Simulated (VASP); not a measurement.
# Si6O11 (a cell with a defect) in VASP: notebook

The runs below take Si6O11 (a cell with a defect) through single point, with PBE+D3(BJ).

Everything below comes from runs of VASP 6.6.1. Logs are shortened: lines on timing, memory, paths and dates and some standing lists are left out, and cuts for length are marked.

**1. The cell of the first run**

The cell holds a defect, 17 atoms: a = 4.915 Å, b = 5.421 Å, c = 8.513 Å, α = 90.00°, β = 90.00°, γ = 90.00°.

**2. Single point, PBE+D3(BJ)**

INCAR

```
SYSTEM = Si6O11
PREC     = Accurate       ! precision mode
ENCUT    = 520            ! plane-wave cutoff, eV
EDIFF    = 1E-6           ! SCF threshold, eV
ISMEAR   = 0              ! smearing method
SIGMA    = 0.05           ! smearing width, eV
LREAL    = Auto         
LASPH    = .TRUE.         ! aspherical terms in the spheres
NELM     = 100            ! most SCF steps
ALGO     = Normal         ! electronic algorithm
ISIF     = 2              ! what is computed and relaxed
LWAVE    = .FALSE.        ! write WAVECAR
LCHARG   = .FALSE.        ! write CHGCAR
GGA      = PE             ! functional
IVDW     = 12             ! dispersion correction
NBANDS   = 59             ! bands
NELECT   = 88.0
```

KPOINTS

```
regular mesh
0
G
  4 4 2
  0 0 0
```

POSCAR

```
Si6O11
1.0
   -2.4573906087      4.2563253884      0.0000000000
    0.0000000000      0.0000000000      5.4210324304
    7.3721718262      4.2563253883      0.0000000000
Si O
6 11
Direct
    0.7669799462      0.6666666667      0.2330200538
    0.2669799462      0.6666666667      0.7330200538
    0.9660401075      0.3333333333      0.5000000000
    0.4660401075      0.3333333333      0.0000000000
    0.2669799462      0.0000000000      0.2669799462
    0.7669799462      0.0000000000      0.7669799462
    0.2730030153      0.2203350802      0.1370425925
    0.7730030153      0.2203350802      0.6370425925
    0.0690623811      0.8870017469      0.7949771961
    0.6579346037      0.5536684135      0.0679802114
    0.1579346037      0.5536684135      0.5679802114
    0.0690623811      0.7796649198      0.2050228039
    0.5690623811      0.7796649198      0.7050228039
    0.5690623811     -0.1129982531      0.2949771961
    0.6579346037      0.1129982531      0.9320197886
    0.7730030153      0.4463315865      0.3629574075
    0.2730030153      0.4463315865      0.8629574075
```

Potentials or basis: VASP PAW PBE potentials, release 64 (Si, O).

The run is started by

```bash
cat potpaw_PBE.64/Si/POTCAR potpaw_PBE.64/O/POTCAR > POTCAR
mpirun -np 1 vasp_std > vasp.out
```

OUTCAR:

```text
SYSTEM = Si6O11
   PREC = Accurate
   ENCUT = 520
   EDIFF = 1E-6
   ISMEAR = 0
   LREAL = Auto
   LASPH = .TRUE.
   NELM = 100
   ISIF = 2
   GGA = PE
   IVDW = 12
   NELECT = 88.0
 IVDW          = 12

 ion  position               nearest neighbor table
   1  0.767  0.667  0.233-  12 1.62  10 1.62  16 1.63  14 1.63   5 3.06   5 3.06   3 3.06   4 3.06

   2  0.267  0.667  0.733-  13 1.62  11 1.62  17 1.63   9 1.63   6 3.06   6 3.06   4 3.06   3 3.06

   3  0.966  0.333  0.500-   8 1.62  16 1.62  11 1.63   6 3.06   1 3.06   5 3.06   2 3.06
   4  0.466  0.333  0.000-   7 1.62  17 1.62  15 1.63  10 1.63   5 3.06   2 3.06   6 3.06   1 3.06

   5  0.267  0.000  0.267-  14 1.62   7 1.63  12 1.63   4 3.06   1 3.06   1 3.06   3 3.06
   6  0.767  0.000  0.767-  15 1.62   9 1.62   8 1.63  13 1.63   3 3.06   2 3.06   2 3.06   4 3.06

   7  0.273  0.220  0.137-   4 1.62   5 1.63
   8  0.773  0.220  0.637-   3 1.62   6 1.63
   9  0.069  0.887  0.795-   6 1.62   2 1.63
  10  0.658  0.554  0.068-   1 1.62   4 1.63
  11  0.158  0.554  0.568-   2 1.62   3 1.63
  12  0.069  0.780  0.205-   1 1.62   5 1.63
  13  0.569  0.780  0.705-   2 1.62   6 1.63
  14  0.569  0.887  0.295-   5 1.62   1 1.63
  15  0.658  0.113  0.932-   6 1.62   4 1.63
  16  0.773  0.446  0.363-   3 1.62   1 1.63
  17  0.273  0.446  0.863-   4 1.62   2 1.63

  LATTYP: Found a simple orthorhombic cell.
 ALAT       =     4.9147812175
 B/A-ratio  =     1.1030058492
 C/A-ratio  =     1.7320508076

  Lattice vectors:

 A1 = (  -2.4573906087,   4.2563253884,   0.0000000000)
 A2 = (   0.0000000000,   0.0000000000,   5.4210324304)
 A3 = (   7.3721718262,   4.2563253883,   0.0000000000)

Analysis of symmetry for initial positions (statically):
=====================================================================
 Subroutine PRICEL returns:
 Original cell was already a primitive cell.

 Routine SETGRP: Setting up the symmetry group for a
 simple orthorhombic supercell.

 Subroutine GETGRP returns: Found  1 space group operations
 (whereof  1 operations were pure point group operations)
 out of a pool of  8 trial point group operations.

The static configuration has the point symmetry C_1 .

Analysis of symmetry for dynamics (positions and initial velocities):
=====================================================================
 Subroutine PRICEL returns:
 Original cell was already a primitive cell.

 Routine SETGRP: Setting up the symmetry group for a
 simple orthorhombic supercell.

 Subroutine GETGRP returns: Found  1 space group operations
 (whereof  1 operations were pure point group operations)
 out of a pool of  8 trial point group operations.

The dynamic configuration has the point symmetry C_1 .

 Subroutine INISYM returns: Found  1 space group operations
 (whereof  1 operations are pure point group operations),
 and found     1 'primitive' translations

----------------------------------------------------------------------------------------

                                     Primitive cell

  volume of cell :     226.8042

  direct lattice vectors                    reciprocal lattice vectors
    -2.457390609  4.256325388  0.000000000    -0.101733928  0.176208333  0.000000000
     0.000000000  0.000000000  5.421032430     0.000000000  0.000000000  0.184466707
     7.372171826  4.256325388  0.000000000     0.101733928  0.058736111  0.000000000

  length of vectors
     4.914781217  5.421032430  8.512650777     0.203467857  0.184466707  0.117472222

  position of ions in fractional coordinates (direct lattice)
     0.766979946  0.666666667  0.233020054
     0.266979946  0.666666667  0.733020054
     0.966040107  0.333333333  0.500000000
     0.466040107  0.333333333  0.000000000
     0.266979946  0.000000000  0.266979946
     0.766979946  0.000000000  0.766979946
[... 9 lines left out ...]
     0.773003015  0.446331587  0.362957407
     0.273003015  0.446331587  0.862957407

  ion indices of the primitive-cell ions
   primitive index   ion index
                 1           1
                 2           2
                 3           3
                 4           4
                 5           5
                 6           6
[... 9 lines left out ...]
                16          16
                17          17

----------------------------------------------------------------------------------------

 KPOINTS: regular mesh

Automatic generation of k-mesh.
 Grid dimensions read from file:
 generate k-points for:    4    4    2

 Generating k-lattice:

  Cartesian coordinates                     Fractional coordinates (reciprocal lattice)
    -0.025433482  0.044052083  0.000000000     0.250000000  0.000000000 -0.000000000
     0.000000000  0.000000000  0.046116677     0.000000000  0.250000000  0.000000000
     0.050866964  0.029368055  0.000000000     0.000000000  0.000000000  0.500000000

  Length of vectors
     0.050866964  0.046116677  0.058736111

  Shift w.r.t. Gamma in fractional coordinates (k-lattice)
     0.000000000  0.000000000  0.000000000

 Subroutine IBZKPT returns following result:
 ===========================================

 Found     20 irreducible k-points:

 Following reciprocal coordinates:
            Coordinates               Weight
  0.000000  0.000000  0.000000      1.000000
  0.250000  0.000000 -0.000000      2.000000
  0.500000  0.000000 -0.000000      1.000000
  0.000000  0.250000  0.000000      2.000000
  0.250000  0.250000 -0.000000      2.000000
  0.250000 -0.250000 -0.000000      2.000000
[... 12 lines left out ...]
  0.250000  0.500000  0.500000      2.000000
  0.500000  0.500000  0.500000      1.000000
   k-points           NKPTS =     20   k-points in BZ     NKDIM =     20   number of bands    NBANDS=     59
   number of dos      NEDOS =    301   number of ions     NIONS =     17
   total plane-waves  NPLWV = 102400
   dimension x,y,z NGX =    40 NGY =   40 NGZ =   64
   dimension x,y,z NGXF=    80 NGYF=   80 NGZF=  128
   ions per type =               6  11
   NGX,Y,Z   is equivalent  to a cutoff of  13.53, 12.27, 12.50 a.u.
   NGXF,Y,Z  is equivalent  to a cutoff of  27.06, 24.53, 25.00 a.u.
 SYSTEM =  Si6O11
   PREC   = accura    normal or accurate (medium, high low for compatibility)
   ISTART =      0    job   : 0-new  1-cont  2-samecut
   ICHARG =      2    charge: 1-file 2-atom 10-const
   ISPIN  =      1    spin polarized calculation?
   LNONCOLLINEAR =      F non collinear calculations
   LSORBIT =      F    spin-orbit coupling
   LASPH  =      T    aspherical Exc in radial PAW
   ENCUT  =  520.0 eV  38.22 Ry    6.18 a.u.   9.14 10.08 15.83*2*pi/ulx,y,z
   NELM   =    100;   NELMIN=  2; NELMDL= -5     # of ELM steps
   EDIFF  = 0.1E-05   stopping-criterion for ELM
   LREAL  =      T    real-space projection
   EDIFFG = 0.1E-04   stopping-criterion for IOM
   NSW    =      0    number of steps for IOM
   IBRION =     -1    ionic relax: 0-MD 1-quasi-New 2-CG
   NFREE  =      0    steps in history (QN), initial steepest desc. (CG)
   ISIF   =      2    stress and relaxation
   ISYM   =      2    0-nonsym 1-usesym 2-fastsym
   POTIM  = 0.5000    time-step for ionic-motion
   TEBEG  =    0.0;   TEEND  =   0.0 temperature during run
   PSTRESS=    0.0 pullay stress
   NELECT =      88.0000    total number of electrons
   NUPDOWN=      -1.0000    fix difference up-down
   EMIN   =  10.00;   EMAX   =-10.00  energy-range for DOS
   EFERMI =   0.00;   METHOD = LEGACY
   ISMEAR =     0;   SIGMA  =   0.05  broadening in eV -4-tet -1-fermi 0-gaus
   EFERMI_NEDOS =   21; number of points for ismear=-14 and -15
   IALGO  =     38    algorithm
   IMIX   =      4    mixing-type and parameters
     AMIX     =   0.40;   BMIX     =  1.00
     AMIX_MAG =   1.60;   BMIX_MAG =  1.00
  volume/ion in A,a.u.               =      13.34        90.03
  Fermi-wavevector in a.u.,A,eV,Ry     =   1.194040  2.256408 19.398241  1.425730
  Thomas-Fermi vector in A             =   2.330039
   LORBIT       =      0    0 simple, 1 ext, 2 COOP (PROOUT), +10 PAW based schemes
   GGA     = PE    functional components
   LHFCALC =     F    Hartree Fock is set to
   AEXX    =    0.0000 exact exchange contribution
   IVDW    =    12    specifies the selected vdW correction
   LEPSILON=     F    determine dielectric tensor
   LRPA    =     F    only Hartree local field effects (RPA)
 non-spin polarized calculation
 Gauss-broadening in eV      SIGMA  =   0.05
  energy-cutoff  :      520.00
  volume of cell :      226.80
 maximum number of plane-waves:      6164
 NGX is ok and might be reduce to    40
   NGX = 19   NGY = 21   NGZ = 31

 number of electron      88.0000028 magnetization

 Free energy of the ion-electron system (eV)
  ---------------------------------------------------
  ext. energy  EPLUGINS =         0.00000000
  ---------------------------------------------------
  free energy    TOTEN  =      -134.46831231 eV

  energy without entropy =     -134.45835064  energy(sigma->0) =     -134.46333148

 E-fermi :   1.0714     XC(G=0):  -8.8976

 val. band max:        1.0588527476   @ k =   0.0000   0.0000   0.0000
 cond. band min:       1.0931037254   @ k =   0.5000   0.0000   0.5000
 fundamental gap:      0.0342509778
 Fermi energy:         1.0714170254

 k-point     1 :       0.0000    0.0000    0.0000
  band No.  band energies     occupation
      1     -18.5795      2.00000
      2     -18.1173      2.00000
      3     -17.6016      2.00000
      4     -17.2138      2.00000
      5     -17.1942      2.00000
      6     -16.9194      2.00000
[... 48 lines left out ...]
     55      10.9875      0.00000
     56      11.5792      0.00000

 k-point     2 :       0.2500    0.0000   -0.0000
  band No.  band energies     occupation
      1     -18.4548      2.00000
      2     -18.0265      2.00000
      3     -17.6900      2.00000
      4     -17.3234      2.00000
      5     -17.1836      2.00000
      6     -17.0608      2.00000
[... 48 lines left out ...]
     55      11.0152      0.00000
     56      11.4532      0.00000

 k-point     3 :       0.5000    0.0000   -0.0000
  band No.  band energies     occupation
      1     -18.2460      2.00000
      2     -17.9619      2.00000
      3     -17.7904      2.00000
      4     -17.5212      2.00000
      5     -17.1710      2.00000
      6     -17.0825      2.00000
[... 936 lines left out ...]
 k-point    19 :       0.2500    0.5000    0.5000
  band No.  band energies     occupation
      1     -18.3175      2.00000
      2     -17.9635      2.00000
      3     -17.7438      2.00000
      4     -17.6178      2.00000
      5     -17.1409      2.00000
      6     -17.0375      2.00000
[... 48 lines left out ...]
     55      10.9920      0.00000
     56      11.1355      0.00000

 k-point    20 :       0.5000    0.5000    0.5000
  band No.  band energies     occupation
      1     -18.2042      2.00000
      2     -17.9149      2.00000
      3     -17.7328      2.00000
      4     -17.5422      2.00000
      5     -17.2442      2.00000
      6     -17.1257      2.00000
[... 48 lines left out ...]
     55      11.0190      0.00000
     56      11.1280      0.00000
 [bands above 56 left out]

------------------------ aborting loop because EDIFF is reached ----------------------------------------

 Edisp (eV)   -2.41102

 E8    (eV) :    -0.8270

  FORCE on cell =-STRESS in cart. coord.  units (eV):
  Direction    XX          YY          ZZ          XY          YZ          ZX
  --------------------------------------------------------------------------------------
  -------------------------------------------------------------------------------------
  Total     -18.10932   -16.64501   -17.34649    -0.18608     0.45153    -2.97588
  in kB    -127.92688  -117.58273  -122.53812    -1.31446     3.18970   -21.02202
  external pressure =     -122.68 kB  Pullay stress =        0.00 kB

 VOLUME and BASIS-vectors are now :
 -----------------------------------------------------------------------------
  energy-cutoff  :      520.00
  volume of cell :      226.80
      direct lattice vectors                 reciprocal lattice vectors
    -2.457390609  4.256325388  0.000000000    -0.101733928  0.176208333  0.000000000
     0.000000000  0.000000000  5.421032430     0.000000000  0.000000000  0.184466707
     7.372171826  4.256325388  0.000000000     0.101733928  0.058736111  0.000000000

 POSITION                                       TOTAL-FORCE (eV/Angst)
 -----------------------------------------------------------------------------------
     -0.16691      4.25633      3.61402        -0.814106     -1.209388     -0.506945
      4.74788      4.25633      3.61402         1.057401      1.306703      0.199218
      1.31215      6.23994      1.80701         2.069517     -0.811407      2.517375
     -1.14524      1.98362      1.80701        -1.161122      0.047501      0.681276
      1.31215      2.27271      0.00000        -3.258259     -0.393687     -0.954307
      3.76954      6.52903      0.00000         0.991407      0.450015     -1.143853
[... 9 lines left out ...]
      0.77621      4.83502      2.41958         0.186031      0.769120     -1.230280
      5.69100      4.83502      2.41958         0.014707     -0.068019     -0.190798
 -----------------------------------------------------------------------------------
    total drift:                                0.000032     -0.003713     -0.000923

  FREE ENERGIE OF THE ION-ELECTRON SYSTEM (eV)
  ---------------------------------------------------
  free  energy   TOTEN  =      -136.8793348914 eV

  energy  without entropy=     -136.8693732206  energy(sigma->0) =     -136.87435406
```

Wall time 7.6 min (1 thread of AMD EPYC 7R43 (Zen 3), shared host); peak memory 0.34 GiB.

Results:

```yaml
Free_energy: -136.8793 eV
Largest_force: 3.418 eV/Å
Dispersion_energy_per_atom: -0.142 eV
```

Forces on the atoms (eV/Å):
```
Si  -0.814 -1.209 -0.507
Si   1.057  1.307  0.199
Si   2.070 -0.811  2.517
Si  -1.161  0.048  0.681
Si  -3.258 -0.394 -0.954
Si   0.991  0.450 -1.144
O    2.148  0.093 -0.656
O   -1.649 -0.003  0.008
O   -0.397 -0.121  0.021
O    0.333  0.438  0.318
O   -1.261 -0.869 -1.102
O    0.699  0.841  0.938
O   -0.288 -0.190  0.057
O    1.194 -0.251  0.901
O    0.136 -0.029  0.144
O    0.186  0.769 -1.230
O    0.015 -0.068 -0.191
```

Levels at points of the mesh, in eV from the Fermi level:
```
           k point  band 41  band 42  band 43  band 44  band 45  band 46  band 47  band 48
(0.00, 0.00, 0.00)    -0.88    -0.70    -0.25    -0.06    -0.01     4.05     6.47     6.80
(0.50, 0.00, 0.00)    -0.67    -0.60    -0.21    -0.04     0.06     3.93     6.45     7.02
(0.00, 0.50, 0.00)    -0.81    -0.52    -0.33    -0.07     0.11     3.89     6.45     6.96
(0.50, 0.50, 0.00)    -0.90    -0.60    -0.55    -0.41     0.20     4.02     6.69     7.18
(0.00, 0.00, 0.50)    -0.82    -0.72    -0.23    -0.05     0.10     3.95     6.38     6.92
(0.50, 0.00, 0.50)    -0.67    -0.58    -0.23    -0.05     0.02     3.95     6.47     7.07
(0.00, 0.50, 0.50)    -0.81    -0.60    -0.39    -0.04     0.14     3.88     6.50     6.95
(0.50, 0.50, 0.50)    -0.81    -0.58    -0.51    -0.30     0.09     4.01     6.76     7.21
```

Caveat: the k points lie up to 0.37 Å⁻¹ apart; the cell carries a net charge on a neutralising background, which shifts energy and pressure; the cell is charged against a uniform background, so pressure and absolute levels hang on convention.

(Continued in part 2 of 2.)
